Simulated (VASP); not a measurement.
# NbIn2S3 (P6mm) in VASP: a series of runs

The runs below take NbIn2S3 through single point, with PBE.

Everything below comes from runs of VASP 6.6.1. Logs are shortened: lines on timing, memory, paths and dates and some standing lists are left out, and cuts for length are marked.

**1. The cell of the first run**

It takes space group P6mm (No. 183, hexagonal). Conventional cell: a = 6.027 Å, b = 6.027 Å, c = 4.452 Å, α = 90.00°, β = 90.00°, γ = 120.00°. Within 4.1 Å of Nb (site symmetry 6mm) lie 6 S at 3.14 Å and 6 In at 3.73 Å. Within 3.8 Å of In (site symmetry 3m) lie 6 S at 2.82 to 2.83 Å and 3 In at 3.48 Å and 3 Nb at 3.73 Å. Within 3.7 Å of S (site symmetry 2mm) lie 4 In at 2.82 to 2.83 Å and 4 S at 3.01 Å and 2 Nb at 3.14 Å.

The cell was generated, and may not be a known phase.

**2. Single point, PBE, collinear spin**

File INCAR:

```
PREC     = Accurate       # precision mode
ENCUT    = 520            # plane-wave cutoff, eV
EDIFF    = 1E-6           # SCF threshold, eV
ISMEAR   = 0              # smearing method
SIGMA    = 0.1            # smearing width, eV
LREAL    = False          # projectors in reciprocal space
LASPH    = True           # aspherical terms in the spheres
NELM     = 150            # most SCF steps
ALGO     = Normal         # electronic algorithm
ISIF     = 2              # what is computed and relaxed
LWAVE    = False          # write WAVECAR
LCHARG   = True           # write CHGCAR
ISPIN    = 2              # spin polarisation
MAGMOM   = 2.72 0.01 0.01 0.14 0.14 0.14 # initial moments
LORBIT   = 11             # projections on sites
LMAXMIX  = 4              # l up to which the mixer works
GGA      = PE             # functional
LELF     = True           # ELF
LVHAR    = True         
NBANDS   = 42             # bands
```

File KPOINTS:

```
Automatic mesh
0
Gamma
  3 3 4
```

File POSCAR:

```
NbIn2S3
1.0
    6.0273828200      0.0000000000      0.0000000000
   -3.0136914100      5.2198666400      0.0000000000
    0.0000000000      0.0000000000      4.4517141100
Nb In S
1 2 3
Direct
    0.0000000000      0.0000000000      0.1926302600
    0.6666666700      0.3333333300      0.4961477200
    0.3333333300      0.6666666700      0.4961477200
    0.0000000000      0.5000000000      0.9950230700
    0.5000000000      0.0000000000      0.9950230700
    0.5000000000      0.5000000000      0.9950230700
```

Potentials or basis: VASP PAW PBE potentials, release 64 (Nb_sv, In_d, S).

Started as:

```sh
> cat potpaw_PBE.64/Nb_sv/POTCAR potpaw_PBE.64/In_d/POTCAR potpaw_PBE.64/S/POTCAR > POTCAR
> mpirun -np 1 vasp_std > vasp.out
```

OUTCAR:

```text
PREC = Accurate
   ENCUT = 520
   EDIFF = 1E-6
   ISMEAR = 0
   LREAL = False
   LASPH = True
   NELM = 150
   ISIF = 2
   ISPIN = 2
   LORBIT = 11
   GGA = PE

 ion  position               nearest neighbor table
   1  0.000  0.000  0.193-
   2  0.667  0.333  0.496-   5 2.82   4 2.82   6 2.82   5 2.83   4 2.83   6 2.83   3 3.48   3 3.48
                             3 3.48
   3  0.333  0.667  0.496-   5 2.82   4 2.82   6 2.82   5 2.83   4 2.83   6 2.83   2 3.48   2 3.48
                             2 3.48
   4  0.000  0.500  0.995-   2 2.82   3 2.82   2 2.83   3 2.83
   5  0.500  0.000  0.995-   2 2.82   3 2.82   2 2.83   3 2.83
   6  0.500  0.500  0.995-   2 2.82   3 2.82   2 2.83   3 2.83

  LATTYP: Found a hexagonal cell.
 ALAT       =     6.0273828200
 C/A-ratio  =     0.7385816105

  Lattice vectors:

 A1 = (   6.0273828200,   0.0000000000,   0.0000000000)
 A2 = (  -3.0136914100,   5.2198666400,   0.0000000000)
 A3 = (   0.0000000000,   0.0000000000,   4.4517141100)

Analysis of symmetry for initial positions (statically):
=====================================================================
 Subroutine PRICEL returns:
 Original cell was already a primitive cell.

 Routine SETGRP: Setting up the symmetry group for a
 hexagonal supercell.

 Subroutine GETGRP returns: Found 12 space group operations
 (whereof 12 operations were pure point group operations)
 out of a pool of 24 trial point group operations.

The static configuration has the point symmetry C_6v.

Analysis of symmetry for dynamics (positions and initial velocities):
=====================================================================
 Subroutine PRICEL returns:
 Original cell was already a primitive cell.

 Routine SETGRP: Setting up the symmetry group for a
 hexagonal supercell.

 Subroutine GETGRP returns: Found 12 space group operations
 (whereof 12 operations were pure point group operations)
 out of a pool of 24 trial point group operations.

The dynamic configuration has the point symmetry C_6v.

Analysis of structural, dynamic, and magnetic symmetry:
=====================================================================
 Subroutine PRICEL returns:
 Original cell was already a primitive cell.

 Routine SETGRP: Setting up the symmetry group for a
 hexagonal supercell.

 Subroutine GETGRP returns: Found 12 space group operations
 (whereof 12 operations were pure point group operations)
 out of a pool of 24 trial point group operations.

The overall configuration has the point symmetry C_6v.

 Subroutine INISYM returns: Found 12 space group operations
 (whereof 12 operations are pure point group operations),
 and found     1 'primitive' translations

----------------------------------------------------------------------------------------

                                     Primitive cell

  volume of cell :     140.0604

  direct lattice vectors                    reciprocal lattice vectors
     6.027382820  0.000000000  0.000000000     0.165909488  0.095787888  0.000000000
    -3.013691410  5.219866640  0.000000000     0.000000000  0.191575776  0.000000000
     0.000000000  0.000000000  4.451714110     0.000000000  0.000000000  0.224632574

  length of vectors
     6.027382820  6.027382820  4.451714110     0.191575776  0.191575776  0.224632574

  position of ions in fractional coordinates (direct lattice)
     0.000000000  0.000000000  0.192630260
     0.666666670  0.333333330  0.496147720
     0.333333330  0.666666670  0.496147720
     0.000000000  0.500000000  0.995023070
     0.500000000  0.000000000  0.995023070
     0.500000000  0.500000000  0.995023070

  ion indices of the primitive-cell ions
   primitive index   ion index
                 1           1
                 2           2
                 3           3
                 4           4
                 5           5
                 6           6

----------------------------------------------------------------------------------------

[... 30 lines left out ...]
  0.333333  0.000000  0.250000     12.000000
  0.333333  0.333333  0.250000      4.000000
  0.000000  0.000000  0.500000      1.000000
  0.333333  0.000000  0.500000      6.000000
  0.333333  0.333333  0.500000      2.000000
   k-points           NKPTS =      9   k-points in BZ     NKDIM =      9   number of bands    NBANDS=     42
   number of dos      NEDOS =    301   number of ions     NIONS =      6
   total plane-waves  NPLWV =  82944
   dimension x,y,z NGX =    48 NGY =   48 NGZ =   36
   dimension x,y,z NGXF=    96 NGYF=   96 NGZF=   72
   ions per type =               1   2   3
   NGX,Y,Z   is equivalent  to a cutoff of  13.24, 13.24, 13.44 a.u.
   NGXF,Y,Z  is equivalent  to a cutoff of  26.48, 26.48, 26.89 a.u.
 SYSTEM =  unknown system
   PREC   = accura    normal or accurate (medium, high low for compatibility)
   ISTART =      0    job   : 0-new  1-cont  2-samecut
   ICHARG =      2    charge: 1-file 2-atom 10-const
   ISPIN  =      2    spin polarized calculation?
   LNONCOLLINEAR =      F non collinear calculations
   LSORBIT =      F    spin-orbit coupling
   LASPH  =      T    aspherical Exc in radial PAW
   ENCUT  =  520.0 eV  38.22 Ry    6.18 a.u.  11.21 11.21  8.28*2*pi/ulx,y,z
   NELM   =    150;   NELMIN=  2; NELMDL= -5     # of ELM steps
   EDIFF  = 0.1E-05   stopping-criterion for ELM
   LREAL  =      F    real-space projection
   EDIFFG = 0.1E-04   stopping-criterion for IOM
   NSW    =      0    number of steps for IOM
   IBRION =     -1    ionic relax: 0-MD 1-quasi-New 2-CG
   NFREE  =      0    steps in history (QN), initial steepest desc. (CG)
   ISIF   =      2    stress and relaxation
   ISYM   =      2    0-nonsym 1-usesym 2-fastsym
   POTIM  = 0.5000    time-step for ionic-motion
   TEBEG  =    0.0;   TEEND  =   0.0 temperature during run
   PSTRESS=    0.0 pullay stress
   NELECT =      57.0000    total number of electrons
   NUPDOWN=      -1.0000    fix difference up-down
   EMIN   =  10.00;   EMAX   =-10.00  energy-range for DOS
   EFERMI =   0.00;   METHOD = LEGACY
   ISMEAR =     0;   SIGMA  =   0.10  broadening in eV -4-tet -1-fermi 0-gaus
   EFERMI_NEDOS =   21; number of points for ismear=-14 and -15
   IALGO  =     38    algorithm
   IMIX   =      4    mixing-type and parameters
     AMIX     =   0.40;   BMIX     =  1.00
     AMIX_MAG =   1.60;   BMIX_MAG =  1.00
  volume/ion in A,a.u.               =      23.34       157.53
  Fermi-wavevector in a.u.,A,eV,Ry     =   1.213188  2.292592 20.025384  1.471824
  Thomas-Fermi vector in A             =   2.348648
   LORBIT       =     11    0 simple, 1 ext, 2 COOP (PROOUT), +10 PAW based schemes
   GGA     = PE    functional components
   LHFCALC =     F    Hartree Fock is set to
   AEXX    =    0.0000 exact exchange contribution
   IVDW    =     0    specifies the selected vdW correction
   LEPSILON=     F    determine dielectric tensor
   LRPA    =     F    only Hartree local field effects (RPA)
 spin polarized calculation
 Gauss-broadening in eV      SIGMA  =   0.10
  energy-cutoff  :      520.00
  volume of cell :      140.06
 maximum number of plane-waves:      3820
 NGX is ok and might be reduce to    48
   NGX = 23   NGY = 23   NGZ = 17

 number of electron      56.9999991 magnetization       3.9303655

 Free energy of the ion-electron system (eV)
  ---------------------------------------------------
  ext. energy  EPLUGINS =         0.00000000
  ---------------------------------------------------
  free energy    TOTEN  =       -23.64986433 eV

  energy without entropy =      -23.63086824  energy(sigma->0) =      -23.64036629

 E-fermi :   6.5134     XC(G=0):  -9.9351

 val. band max:        6.4286263235   @ k =   0.0000   0.0000   0.5000
 cond. band min:       6.5655420785   @ k =   0.3333   0.0000   0.5000
 fundamental gap:      0.1369157550
 Fermi energy:         6.5133817914

 spin component 1

 k-point     1 :       0.0000    0.0000    0.0000
  band No.  band energies     occupation
      1     -49.6254      1.00000
      2     -25.7785      1.00000
      3     -25.7785      1.00000
      4     -25.7745      1.00000
      5      -8.4584      1.00000
      6      -8.0669      1.00000
[... 376 lines left out ...]
     39      12.6232      0.00000
     40      13.3276      0.00000
 Fermi energy:         6.5133817914

 spin component 2

 k-point     1 :       0.0000    0.0000    0.0000
  band No.  band energies     occupation
      1     -48.0790      1.00000
      2     -24.0712      1.00000
      3     -24.0712      1.00000
      4     -23.8693      1.00000
      5      -8.3845      1.00000
      6      -8.0593      1.00000
[... 376 lines left out ...]
     39      13.1818      0.00000
     40      13.4178      0.00000
 [bands above 40 left out]

------------------------ aborting loop because EDIFF is reached ----------------------------------------

  FORCE on cell =-STRESS in cart. coord.  units (eV):
  Direction    XX          YY          ZZ          XY          YZ          ZX
  --------------------------------------------------------------------------------------
  -------------------------------------------------------------------------------------
  Total       -0.6139310     -0.6139310      0.1700237      0.0000000      0.0000000      0.0000000
  in kB       -7.0228715     -7.0228715      1.9449331      0.0000000      0.0000000      0.0000000
  external PRESSURE =      -4.0336033 kB  Pullay stress =       0.0000000 kB

 VOLUME and BASIS-vectors are now :
 -----------------------------------------------------------------------------
  energy-cutoff  :      520.00
  volume of cell :      140.06
      direct lattice vectors                 reciprocal lattice vectors
     6.027382820  0.000000000  0.000000000     0.165909488  0.095787888  0.000000000
    -3.013691410  5.219866640  0.000000000     0.000000000  0.191575776  0.000000000
     0.000000000  0.000000000  4.451714110     0.000000000  0.000000000  0.224632574

 POSITION                                       TOTAL-FORCE (eV/Angst)
 -----------------------------------------------------------------------------------
      0.00000      0.00000      0.85753        -0.000000      0.000000     -1.378557
      3.01369      1.73996      2.20871        -0.000000     -0.000000      0.138731
     -0.00000      3.47991      2.20871        -0.000000      0.000000      0.138731
     -1.50685      2.60993      4.42956         0.000000      0.000000      0.367032
      3.01369      0.00000      4.42956         0.000000      0.000000      0.367032
      1.50685      2.60993      4.42956        -0.000000      0.000000      0.367032
 -----------------------------------------------------------------------------------
    total drift:                                0.000000      0.000000      0.001817

  FREE ENERGIE OF THE ION-ELECTRON SYSTEM (eV)
  ---------------------------------------------------
  free  energy   TOTEN  =       -23.6498643310 eV

  energy  without entropy=      -23.6308682429  energy(sigma->0) =      -23.64036629

 total charge

# of ion       s       p       d       tot
------------------------------------------
    1        2.080   5.900   2.523  10.503
    2        0.972   0.429   9.895  11.296
    3        0.972   0.429   9.895  11.296
    4        1.394   2.220   0.000   3.614
    5        1.394   2.220   0.000   3.614
    6        1.394   2.220   0.000   3.614
--------------------------------------------------
tot          8.207  13.418  22.313  43.937

 magnetization (x)

# of ion       s       p       d       tot
------------------------------------------
    1        0.045   0.019   2.205   2.269
    2       -0.018   0.018   0.006   0.007
    3       -0.018   0.018   0.006   0.007
    4        0.008   0.092   0.000   0.100
    5        0.008   0.092   0.000   0.100
    6        0.008   0.092   0.000   0.100
--------------------------------------------------
tot          0.034   0.331   2.218   2.583
```

It took 3.5 min on 1 thread of AMD EPYC 7R32 (Zen 2), shared host; peak memory 0.35 GiB.

What came out:

```yaml
Free_energy: -23.6499 eV
Pressure: -0.4 GPa
Largest_force: 1.379 eV/Å
Net_moment: 3.93 μB per cell
Site_moments: Nb +2.27; In +0.01; S +0.10 μB
Valence_electrons_inside_the_program's_atomic_spheres: Nb 10.50; In 11.30; S 3.61
```

Forces on the atoms (eV/Å):
```
Nb   0.000  0.000 -1.379
In   0.000  0.000  0.139
In   0.000  0.000  0.139
S    0.000  0.000  0.367
S    0.000  0.000  0.367
S    0.000  0.000  0.367
```

Stress tensor (GPa, compression positive):
```
-0.70  0.00  0.00
 0.00 -0.70  0.00
 0.00  0.00  0.19
```

Caveat: the k points lie up to 0.40 Å⁻¹ apart; spin-orbit coupling is left out, which moves the levels of the heavy elements; forces of over 1 eV/Å act on the atoms, so gaps and moduli don't describe the material at rest.

**3. Single point, PBE, collinear spin**

This run uses another cell than the first one, of 23.64 Å³/atom.

File INCAR:

```
SYSTEM = NbIn2S3
PREC = Accurate ; ENCUT = 520
EDIFF = 1E-6 ; ISMEAR = 0
SIGMA = 0.1 ; LREAL = .False.
LASPH = .True. ; NELM = 150
ALGO = Normal ; ISIF = 2
LWAVE = .False. ; LCHARG = .True.
ISPIN = 2 ; MAGMOM = 1.67 0.05 0.05 0 0 0
LORBIT = 11 ; LMAXMIX = 4
GGA = PE ; LELF = .True.
LVHAR = .True. ; NBANDS = 42
```

File KPOINTS:

```
Automatic mesh
0
Gamma
  3 3 4
  0 0 0
```

File POSCAR:

```
NbIn2S3
1.0
    5.2954080434      0.0000000000      0.0000000000
   -2.6477040217      4.5859578890      0.0000000000
    0.0000000000      0.0000000000      5.8419807978
Nb In S
1 2 3
Direct
    0.0000000000      0.0000000000     -0.0601116005
    0.6666666667      0.3333333333      0.5422310407
    0.3333333333      0.6666666667      0.5422310407
    0.0000000000      0.5000000000      1.0485481431
    0.5000000000      0.0000000000      1.0485481431
    0.5000000000      0.5000000000      1.0485481431
```

Potentials or basis: VASP PAW PBE potentials, release 64 (Nb_sv, In_d, S).

Started as:

```sh
> cat potpaw_PBE.64/Nb_sv/POTCAR potpaw_PBE.64/In_d/POTCAR potpaw_PBE.64/S/POTCAR > POTCAR
> mpirun -np 1 vasp_std > vasp.out
```

Wall time 2.5 min (1 thread of AMD EPYC 7R32 (Zen 2), shared host); peak memory 0.32 GiB.

Results (log left out):

- Free energy: -25.6078 eV
- Pressure: 0.0 GPa
- Largest force: 0.025 eV/Å
- Net moment: 2.63 μB per cell
- Site moments: Nb +1.62; In +0.04; S -0.01 μB
- Valence electrons inside the program's atomic spheres: Nb 10.49; In 11.29; S 3.61

Forces in eV/Å, atoms in the order of the input:
```
Nb   0.000  0.000 -0.011
In   0.000  0.000  0.025
In   0.000  0.000  0.025
S    0.000  0.000 -0.013
S    0.000  0.000 -0.013
S    0.000  0.000 -0.013
```

Stress tensor (GPa, compression positive):
```
-0.20  0.00  0.00
 0.00 -0.20  0.00
 0.00  0.00  0.26
```

Levels at points of the mesh, in eV from the Fermi level:
Spin up:
```
           k point  band 27  band 28  band 29  band 30  band 31  band 32  band 33  band 34
(0.00, 0.00, 0.00)    -0.47    -0.43     0.34     0.34     0.67     0.76     0.76     1.42
(0.00, 0.00, 0.50)    -0.86    -0.53     0.48     0.48     0.68     0.90     1.70     1.94
```
Spin down:
| k point | band 23 | band 24 | band 25 | band 26 | band 27 | band 28 | band 29 | band 30 | band 31 | band 32 |
| --- | --- | --- | --- | --- | --- | --- | --- | --- | --- | --- |
| (0.00, 0.00, 0.00) | -2.15 | -2.15 | -0.36 | 0.51 | 0.51 | 0.63 | 0.80 | 0.80 | 1.36 | 1.46 |
| (0.00, 0.00, 0.50) | -2.76 | -2.76 | -1.25 | 0.22 | 0.58 | 0.58 | 0.64 | 1.30 | 1.30 | 2.01 |

Caveat: the k points lie up to 0.46 Å⁻¹ apart; spin-orbit coupling is left out, which moves the levels of the heavy elements.

**4. Single point, PBE, collinear spin**

This run uses another cell than the first one, of 23.83 Å³/atom.

File INCAR:

```
  PREC = Accurate
  ENCUT = 520
  EDIFF = 1E-6
  ISMEAR = 0
  SIGMA = 0.1
  LREAL = F
  LASPH = T
  NELM = 150
  ALGO = Normal
  ISIF = 2
  LWAVE = F
  LCHARG = T
  ISPIN = 2
  MAGMOM = 1.67 0 0 0 0 0
  LORBIT = 11
  LMAXMIX = 4
  GGA = PE
  LELF = T
  LVHAR = T
  NBANDS = 42
```

File KPOINTS:

```
regular mesh
0
Gamma
  6 6 4
```

File POSCAR:

```
NbIn2S3
1.0
    5.1826251665      0.0000000000      0.0000000000
   -2.5913125832      4.4882850525      0.0000000000
    0.0000000000      0.0000000000      6.1459754173
Nb In S
1 2 3
Direct
    0.0000000000      0.0000000000      0.9388264070
    0.6666666667      0.3333333333      0.5520568674
    0.3333333333      0.6666666667      0.5520568674
    0.0000000000      0.5000000000      0.0423515895
    0.5000000000      0.0000000000      0.0423515895
    0.5000000000      0.5000000000      0.0423515895
```

Started as:

```sh
> cat potpaw_PBE.64/Nb_sv/POTCAR potpaw_PBE.64/In_d/POTCAR potpaw_PBE.64/S/POTCAR > POTCAR
> mpirun -np 1 vasp_std > vasp.out
```

Run time: 7.8 min. Hardware: 1 thread of AMD EPYC 7R32 (Zen 2), shared host; peak memory 0.4 GiB.

Results (log left out):

| Quantity | Value |
| --- | --- |
| Free energy | -25.8986 eV |
| Pressure | 0.0 GPa |
| Largest force | 0.035 eV/Å |
| Net moment | 2.22 μB per cell |
| Site moments | Nb +1.53; In +0.01; S -0.02 μB |
| Valence electrons inside the program's atomic spheres | Nb 10.53; In 11.30; S 3.61 |

Forces on the atoms (eV/Å):
```
Nb   0.000  0.000  0.007
In   0.000  0.000 -0.035
In   0.000  0.000 -0.035
S    0.000  0.000  0.021
S    0.000  0.000  0.021
S    0.000  0.000  0.021
```

Stress tensor (GPa, compression positive):
```
-0.03  0.00  0.00
 0.00 -0.03  0.00
 0.00  0.00  0.10
```

Levels at points of the mesh, in eV from the Fermi level:
Spin up:
```tsv
k point	band 26	band 27	band 28	band 29	band 30	band 31	band 32	band 33	band 34	band 35
(0.00, 0.00, 0.00)	-0.70	-0.37	-0.25	0.54	0.54	0.77	0.85	0.85	1.51	2.39
(0.50, 0.00, 0.00)	-2.67	-2.39	-0.92	-0.75	-0.04	0.66	0.93	1.42	1.55	3.65
(0.00, 0.00, 0.50)	-0.89	-0.76	-0.76	0.67	0.67	0.78	0.84	1.67	1.67	1.73
(0.50, 0.00, 0.50)	-2.61	-2.16	-0.63	-0.33	0.08	0.10	0.96	1.08	1.41	1.74
```
Spin down:
| k point | band 25 | band 26 | band 27 | band 28 | band 29 | band 30 |
| --- | --- | --- | --- | --- | --- | --- |
| (0.00, 0.00, 0.00) | -0.23 | 0.53 | 0.53 | 0.72 | 0.72 | 0.74 |
| (0.50, 0.00, 0.00) | -3.18 | -2.66 | -2.21 | -0.72 | 0.42 | 1.46 |
| (0.00, 0.00, 0.50) | -0.87 | -0.35 | 0.57 | 0.57 | 0.74 | 1.31 |
| (0.50, 0.00, 0.50) | -2.67 | -2.57 | -1.94 | 0.38 | 0.49 | 0.53 |

Caveat: spin-orbit coupling is left out, which moves the levels of the heavy elements.

**5. The runs side by side**

```csv
cell,k mesh,gap on the mesh (eV),pressure (GPa),moment (μB),largest force (eV/Å)
"a = 6.027, b = 6.027, c = 4.452 Å, angles 90.0, 90.0, 120.0°, 6 atoms, atomic positions A",3 × 3 × 4,none,-0.4,3.93,1.38
"a = 5.295, b = 5.295, c = 5.842 Å, angles 90.0, 90.0, 120.0°, 6 atoms, atomic positions B",3 × 3 × 4,none,0.0,2.63,0.03
"a = 5.183, b = 5.183, c = 6.146 Å, angles 90.0, 90.0, 120.0°, 6 atoms, atomic positions C",6 × 6 × 4,none,0.0,2.22,0.03
```

Alike in all rows: task single point; level PBE; potentials or basis VASP PAW PBE potentials, release 64 (Nb_sv, In_d, S); spin collinear; cutoff (eV) 520; smearing gaussian 0.1 eV.

Caveats: some runs use coarse meshes; spin-orbit coupling is left out, which moves the levels of the heavy elements; forces of over 1 eV/Å act on the atoms, so gaps and moduli don't describe the material at rest (at least some runs).

Absolute energies hang on the potentials; compare differences alone.

The gap in the log of VASP goes by the Fermi energy; the results here count the filled bands.